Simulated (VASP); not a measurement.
# ZnO (P6_3mc) in VASP: a series of runs

ZnO is run at these levels: r2SCAN; tasks: single point.

Everything below comes from runs of VASP 6.6.1. Logs are shortened: lines on timing, memory, paths and dates and some standing lists are left out, and cuts for length are marked.

## Step 1: The cell of the first run

Symmetry: P6_3mc, No. 186, hexagonal system. Conventional cell: a = 3.249 Å, b = 3.249 Å, c = 5.204 Å, α = 90.00°, β = 90.00°, γ = 120.00°. Zn (site symmetry 3m) has 4 O at 1.95 to 2.09 Å within 2.6 Å. O (site symmetry 3m) has 4 Zn at 1.95 to 2.09 Å within 2.6 Å.

## Step 2: Single point, r2SCAN (all O atoms moved +0.100 Å, as atom 3 along Cartesian [0 0 1])

Contents of POSCAR:

```
ZnO
1.0
    3.2493987239      0.0000000000      0.0000000000
   -1.6246993619      2.8140618419      0.0000000000
    0.0000000000      0.0000000000      5.2038000000
Zn O
2 2
Direct
    0.3333333333      0.6666666667      0.0000000000
    0.6666666667      0.3333333333      0.5000000000
    0.3333333333      0.6666666667      0.4013167262
    0.6666666667      0.3333333333      0.9013167262
```

Contents of INCAR.step1:

```
SYSTEM = ZnO
PREC     = Accurate       ! precision mode
ENCUT    = 520            ! plane-wave cutoff, eV
ISMEAR   = 0              ! smearing method
SIGMA    = 0.05           ! smearing width, eV
LREAL    = .False.        ! projectors in reciprocal space
LASPH    = .True.         ! aspherical terms in the spheres
NELM     = 60             ! most SCF steps
NBANDS   = 26             ! bands
GGA      = PE             ! functional
ALGO     = Normal         ! electronic algorithm
EDIFF    = 1E-4           ! SCF threshold, eV
LWAVE    = .True.         ! write WAVECAR
LCHARG   = .False.        ! write CHGCAR
```

Contents of INCAR.step2:

```
SYSTEM = ZnO
PREC     = Accurate       ! precision mode
ENCUT    = 520            ! plane-wave cutoff, eV
EDIFF    = 1E-6           ! SCF threshold, eV
ISMEAR   = 0              ! smearing method
SIGMA    = 0.05           ! smearing width, eV
LREAL    = .False.        ! projectors in reciprocal space
LASPH    = .True.         ! aspherical terms in the spheres
NELM     = 60             ! most SCF steps
ALGO     = Normal         ! electronic algorithm
ISIF     = 2              ! what is computed and relaxed
LWAVE    = .False.        ! write WAVECAR
LCHARG   = .False.        ! write CHGCAR
METAGGA  = R2SCAN         ! meta-GGA
LMIXTAU  = .True.       
NBANDS   = 26             ! bands
ISTART   = 1
```

Contents of KPOINTS:

```
Automatic mesh
0
Gamma
  12 12 6
  0 0 0
```

Potentials or basis: VASP PAW PBE potentials, release 64 (Zn, O).

Launch:

```console
$ cat potpaw_PBE.64/Zn/POTCAR potpaw_PBE.64/O/POTCAR > POTCAR
$ cp INCAR.step1 INCAR
$ mpirun -np 1 vasp_std > vasp.out
$ cp INCAR.step2 INCAR
$ mpirun -np 1 vasp_std > vasp.out
```

OUTCAR:

```text
SYSTEM = ZnO
   PREC = Accurate
   ENCUT = 520
   EDIFF = 1E-6
   ISMEAR = 0
   LREAL = .False.
   LASPH = .True.
   NELM = 60
   ISIF = 2
   METAGGA = R2SCAN
   ISTART = 1

 ion  position               nearest neighbor table
   1  0.333  0.667  0.000-   4 1.95   4 1.95   4 1.95   3 2.09
   2  0.667  0.333  0.500-   3 1.95   3 1.95   3 1.95   4 2.09
   3  0.333  0.667  0.401-   2 1.95   2 1.95   2 1.95   1 2.09
   4  0.667  0.333  0.901-   1 1.95   1 1.95   1 1.95   2 2.09

  LATTYP: Found a hexagonal cell.
 ALAT       =     3.2493987239
 C/A-ratio  =     1.6014655148

  Lattice vectors:

 A1 = (   3.2493987239,   0.0000000000,   0.0000000000)
 A2 = (  -1.6246993619,   2.8140618419,   0.0000000000)
 A3 = (   0.0000000000,   0.0000000000,   5.2038000000)

Analysis of symmetry for initial positions (statically):
=====================================================================
 Subroutine PRICEL returns:
 Original cell was already a primitive cell.

 Routine SETGRP: Setting up the symmetry group for a
 hexagonal supercell.

 Subroutine GETGRP returns: Found 12 space group operations
 (whereof  6 operations were pure point group operations)
 out of a pool of 24 trial point group operations.

The static configuration has the point symmetry C_3v.
 The point group associated with its full space group is C_6v.

Analysis of symmetry for dynamics (positions and initial velocities):
=====================================================================
 Subroutine PRICEL returns:
 Original cell was already a primitive cell.

 Routine SETGRP: Setting up the symmetry group for a
 hexagonal supercell.

 Subroutine GETGRP returns: Found 12 space group operations
 (whereof  6 operations were pure point group operations)
 out of a pool of 24 trial point group operations.

The dynamic configuration has the point symmetry C_3v.
 The point group associated with its full space group is C_6v.

 Subroutine INISYM returns: Found 12 space group operations
 (whereof  6 operations are pure point group operations),
 and found     1 'primitive' translations

----------------------------------------------------------------------------------------

                                     Primitive cell

  volume of cell :      47.5836

  direct lattice vectors                    reciprocal lattice vectors
     3.249398724  0.000000000  0.000000000     0.307749244  0.177679109  0.000000000
    -1.624699362  2.814061842  0.000000000     0.000000000  0.355358217  0.000000000
     0.000000000  0.000000000  5.203800000     0.000000000  0.000000000  0.192167262

  length of vectors
     3.249398724  3.249398724  5.203800000     0.355358217  0.355358217  0.192167262

  position of ions in fractional coordinates (direct lattice)
     0.333333333  0.666666667  0.000000000
     0.666666667  0.333333333  0.500000000
     0.333333333  0.666666667  0.401316726
     0.666666667  0.333333333  0.901316726

  ion indices of the primitive-cell ions
   primitive index   ion index
                 1           1
                 2           2
                 3           3
                 4           4

----------------------------------------------------------------------------------------

 KPOINTS: Automatic mesh

Automatic generation of k-mesh.
 Grid dimensions read from file:
 generate k-points for:   12   12    6

 Generating k-lattice:

  Cartesian coordinates                     Fractional coordinates (reciprocal lattice)
     0.025645770  0.014806592  0.000000000     0.083333333  0.000000000  0.000000000
     0.000000000  0.029613185  0.000000000     0.000000000  0.083333333  0.000000000
     0.000000000  0.000000000  0.032027877     0.000000000  0.000000000  0.166666667

  Length of vectors
     0.029613185  0.029613185  0.032027877

  Shift w.r.t. Gamma in fractional coordinates (k-lattice)
     0.000000000  0.000000000  0.000000000

 Subroutine IBZKPT returns following result:
 ===========================================

 Found     76 irreducible k-points:

 Following reciprocal coordinates:
            Coordinates               Weight
  0.000000  0.000000  0.000000      1.000000
  0.083333  0.000000  0.000000      6.000000
  0.166667  0.000000  0.000000      6.000000
  0.250000  0.000000  0.000000      6.000000
  0.333333  0.000000  0.000000      6.000000
  0.416667  0.000000  0.000000      6.000000
[... 16 lines left out ...]
  0.250000  0.000000  0.166667     12.000000
  0.333333  0.000000  0.166667     12.000000
 [... further k-points ...]
   k-points           NKPTS =     76   k-points in BZ     NKDIM =     76   number of bands    NBANDS=     26
   number of dos      NEDOS =    301   number of ions     NIONS =      4
   total plane-waves  NPLWV =  23040
   dimension x,y,z NGX =    24 NGY =   24 NGZ =   40
   dimension x,y,z NGXF=    48 NGYF=   48 NGZF=   80
   ions per type =               2   2
   NGX,Y,Z   is equivalent  to a cutoff of  12.28, 12.28, 12.78 a.u.
   NGXF,Y,Z  is equivalent  to a cutoff of  24.56, 24.56, 25.56 a.u.
 SYSTEM =  ZnO
   PREC   = accura    normal or accurate (medium, high low for compatibility)
   ISTART =      1    job   : 0-new  1-cont  2-samecut
   ICHARG =      0    charge: 1-file 2-atom 10-const
   ISPIN  =      1    spin polarized calculation?
   LNONCOLLINEAR =      F non collinear calculations
   LSORBIT =      F    spin-orbit coupling
   LASPH  =      T    aspherical Exc in radial PAW
   ENCUT  =  520.0 eV  38.22 Ry    6.18 a.u.   6.04  6.04  9.68*2*pi/ulx,y,z
   NELM   =     60;   NELMIN=  2; NELMDL=  0     # of ELM steps
   EDIFF  = 0.1E-05   stopping-criterion for ELM
   LREAL  =      F    real-space projection
   EDIFFG = 0.1E-04   stopping-criterion for IOM
   NSW    =      0    number of steps for IOM
   IBRION =     -1    ionic relax: 0-MD 1-quasi-New 2-CG
   NFREE  =      0    steps in history (QN), initial steepest desc. (CG)
   ISIF   =      2    stress and relaxation
   ISYM   =      2    0-nonsym 1-usesym 2-fastsym
   POTIM  = 0.5000    time-step for ionic-motion
   TEBEG  =    0.0;   TEEND  =   0.0 temperature during run
   PSTRESS=    0.0 pullay stress
   NELECT =      36.0000    total number of electrons
   NUPDOWN=      -1.0000    fix difference up-down
   EMIN   =  10.00;   EMAX   =-10.00  energy-range for DOS
   EFERMI =   0.00;   METHOD = LEGACY
   ISMEAR =     0;   SIGMA  =   0.05  broadening in eV -4-tet -1-fermi 0-gaus
   EFERMI_NEDOS =   21; number of points for ismear=-14 and -15
   IALGO  =     38    algorithm
   IMIX   =      4    mixing-type and parameters
     AMIX     =   0.40;   BMIX     =  1.00
     AMIX_MAG =   1.60;   BMIX_MAG =  1.00
  volume/ion in A,a.u.               =      11.90        80.28
  Fermi-wavevector in a.u.,A,eV,Ry     =   1.491729  2.818959 30.276436  2.225255
  Thomas-Fermi vector in A             =   2.604347
   LORBIT       =      0    0 simple, 1 ext, 2 COOP (PROOUT), +10 PAW based schemes
   METAGGA = R2SCAN    functional components
   LHFCALC =     F    Hartree Fock is set to
   AEXX    =    0.0000 exact exchange contribution
   IVDW    =     0    specifies the selected vdW correction
   LEPSILON=     F    determine dielectric tensor
   LRPA    =     F    only Hartree local field effects (RPA)
 non-spin polarized calculation
 Gauss-broadening in eV      SIGMA  =   0.05
  energy-cutoff  :      520.00
  volume of cell :       47.58
 maximum number of plane-waves:      1302
   NGX = 13   NGY = 13   NGZ = 19

 number of electron      36.0000019 magnetization

 Free energy of the ion-electron system (eV)
  ---------------------------------------------------
  ext. energy  EPLUGINS =         0.00000000
  ---------------------------------------------------
  free energy    TOTEN  =       -36.25771224 eV

  energy without entropy =      -36.25771224  energy(sigma->0) =      -36.25771224

 E-fermi :   1.0872     XC(G=0): -11.6616

 val. band max:        0.8911876360   @ k =   0.0000   0.0000   0.0000
 cond. band min:       2.1215349171   @ k =   0.0000   0.0000   0.0000
 fundamental gap:      1.2303472811
 Fermi energy:         1.0872469557

 k-point     1 :       0.0000    0.0000    0.0000
  band No.  band energies     occupation
      1     -18.2429      2.00000
      2     -17.5660      2.00000
      3      -5.0813      2.00000
      4      -5.0813      2.00000
      5      -4.9624      2.00000
      6      -4.9623      2.00000
[... 18 lines left out ...]
     25      15.8054      0.00000
     26      15.8161      0.00000

 k-point     2 :       0.0833    0.0000    0.0000
  band No.  band energies     occupation
      1     -18.2057      2.00000
      2     -17.5486      2.00000
      3      -5.1170      2.00000
      4      -5.0499      2.00000
      5      -4.9654      2.00000
      6      -4.9261      2.00000
[... 18 lines left out ...]
     25      15.8993      0.00000
     26      15.9507      0.00000

 k-point     3 :       0.1667    0.0000    0.0000
  band No.  band energies     occupation
      1     -18.1015      2.00000
      2     -17.5025      2.00000
      3      -5.2029      2.00000
      4      -4.9718      2.00000
      5      -4.9633      2.00000
      6      -4.8225      2.00000
[... 18 lines left out ...]
     25      15.4729      0.00000
     26      16.2046      0.00000

 k-point     4 :       0.2500    0.0000    0.0000
  band No.  band energies     occupation
      1     -17.9505      2.00000
      2     -17.4438      2.00000
      3      -5.2842      2.00000
      4      -4.9798      2.00000
      5      -4.8455      2.00000
      6      -4.6667      2.00000
[... 18 lines left out ...]
     25      15.1838      0.00000
     26      16.1575      0.00000
[... 496 lines left out ...]
      1     -18.0624      2.00000
      2     -17.5435      2.00000
      3      -5.2126      2.00000
      4      -5.0291      2.00000
      5      -4.9586      2.00000
      6      -4.8371      2.00000
[... 18 lines left out ...]
     25      14.8279      0.00000
     26      15.9272      0.00000

 k-point    23 :       0.2500    0.0000    0.1667
  band No.  band energies     occupation
      1     -17.9165      2.00000
      2     -17.4777      2.00000
      3      -5.2988      2.00000
      4      -5.0513      2.00000
      5      -4.8381      2.00000
      6      -4.6838      2.00000
[... 18 lines left out ...]
     25      15.1759      0.00000
     26      15.9684      0.00000

 k-point    24 :       0.3333    0.0000    0.1667
  band No.  band energies     occupation
      1     -17.7577      2.00000
      2     -17.4204      2.00000
      3      -5.3264      2.00000
      4      -5.0693      2.00000
      5      -4.7226      2.00000
      6      -4.5087      2.00000
[... 18 lines left out ...]
     25      15.4253      0.00000
     26      15.8887      0.00000

 [... further k-points ...]

------------------------ aborting loop because EDIFF is reached ----------------------------------------

  FORCE on cell =-STRESS in cart. coord.  units (eV):
  Direction    XX          YY          ZZ          XY          YZ          ZX
  --------------------------------------------------------------------------------------
  -------------------------------------------------------------------------------------
  Total        0.8526544      0.8526544     -1.2108915      0.0000000      0.0000000      0.0000000
  in kB       28.7095497     28.7095497    -40.7716773      0.0000000      0.0000000      0.0000000
  external PRESSURE =       5.5491407 kB  Pullay stress =       0.0000000 kB

 VOLUME and BASIS-vectors are now :
 -----------------------------------------------------------------------------
  energy-cutoff  :      520.00
  volume of cell :       47.58
      direct lattice vectors                 reciprocal lattice vectors
     3.249398724  0.000000000  0.000000000     0.307749244  0.177679109  0.000000000
    -1.624699362  2.814061842  0.000000000     0.000000000  0.355358217  0.000000000
     0.000000000  0.000000000  5.203800000     0.000000000  0.000000000  0.192167262

 POSITION                                       TOTAL-FORCE (eV/Angst)
 -----------------------------------------------------------------------------------
     -0.00000      1.87604      0.00000         0.000000     -0.000000      0.480392
      1.62470      0.93802      2.60190        -0.000000      0.000000      0.480392
     -0.00000      1.87604      2.08837        -0.000000      0.000000     -0.480392
      1.62470      0.93802      4.69027        -0.000000      0.000000     -0.480392
 -----------------------------------------------------------------------------------
    total drift:                                0.000001      0.000002     -0.023970

  FREE ENERGIE OF THE ION-ELECTRON SYSTEM (eV)
  ---------------------------------------------------
  free  energy   TOTEN  =       -36.2577122398 eV

  energy  without entropy=      -36.2577122398  energy(sigma->0) =      -36.25771224
```

It took 2.9 min on 1 thread of Intel Xeon Platinum 8488C (Sapphire Rapids), shared host; peak memory 0.22 GiB.

Results:

```
Free energy            : -36.2577 eV
Pressure               : 0.6 GPa
Largest force          : 0.480 eV/Å
Band gap on the k mesh : 1.23 eV
```

Forces in eV/Å, atoms in the order of the input:
```
Zn   0.000  0.000  0.480
Zn   0.000  0.000  0.480
O    0.000  0.000 -0.480
O    0.000  0.000 -0.480
```

Levels at points of the mesh, in eV from the valence-band top:
```
           k point  band 15  band 16  band 17  band 18  band 19  band 20  band 21  band 22
(0.00, 0.00, 0.00)    -0.65    -0.30     0.00     0.00     1.23     5.69     8.75    13.56
(0.50, 0.00, 0.00)    -2.75    -2.30    -1.24    -1.12     6.40     7.34     8.17     9.18
(0.00, 0.00, 0.50)    -0.32    -0.32    -0.32    -0.32     3.89     3.89    10.65    10.65
(0.50, 0.00, 0.50)    -1.68    -1.68    -1.33    -1.33     6.24     6.24     9.15     9.15
```

Caveat: the cell differs from its parent crystal (all O atoms moved +0.100 Å, as atom 3 along Cartesian [0 0 1]); the PAW data sets were made with another functional, which shifts forces and pressure a little.

(Part 1 of 2 ends here.)
